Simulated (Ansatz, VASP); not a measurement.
# Hf8O17 in VASP and in Ansatz

```
CELL_PARAMETERS angstrom
-0.89291 5.21249 5.27760
4.26871 0.00000 5.27256
5.16162 5.21249 -0.00503
ATOMIC_POSITIONS crystal
Hf 0.46330 0.26498 0.99983
Hf 0.95095 0.74685 0.52660
Hf 0.02224 0.77838 0.94049
Hf 0.52400 0.27021 0.44047
Hf 0.06543 0.22428 0.49602
Hf 0.56441 0.73566 0.98237
Hf 0.50242 0.71438 0.54994
Hf 0.00600 0.22898 0.05583
O 0.14490 0.83823 0.60603
O 0.64727 0.33906 0.10499
O 0.12292 0.41492 0.12895
O 0.61738 0.90961 0.63377
O 0.38236 0.65306 0.88309
O 0.87825 0.15070 0.38511
O 0.40225 0.07967 0.36424
O 0.90380 0.58372 0.86320
O 0.32116 0.03276 0.03952
O 0.80543 0.49993 0.57854
O 0.05981 0.11347 0.80808
O 0.56695 0.61872 0.29356
O 0.20534 0.45631 0.46103
O 0.71433 0.97942 0.92302
O 0.45291 0.37974 0.69171
O 0.85903 0.84561 0.24167
O 0.07501 0.84789 0.18136
```

Alike in both runs: functional PBE; k mesh 1 × 1 × 1; occupations fermi-dirac, width 0.01 eV; no spin polarisation.

Ansatz relaxed the structure, and its values are those at the end. VASP's run is a single point on that final structure, the one shown.

```csv
,VASP,Ansatz
version,VASP 6.6.1,Ansatz 0.2.0
potentials or method,"VASP PAW PBE potentials, release 64 (Hf_pv, O), cutoff 520 eV",plane-wave PAW DFT
valence electrons in the cell,182,310
```

|  | VASP | Ansatz | Ansatz less VASP |
| --- | --- | --- | --- |
| rms of the force components (eV/Å) | 0.050 | 0.002 | -0.0474 |

VASP's potentials hold 182 valence electrons a cell and Ansatz's 310, so a difference there can come from the potentials and not from the codes.

Spin-orbit coupling is off throughout.
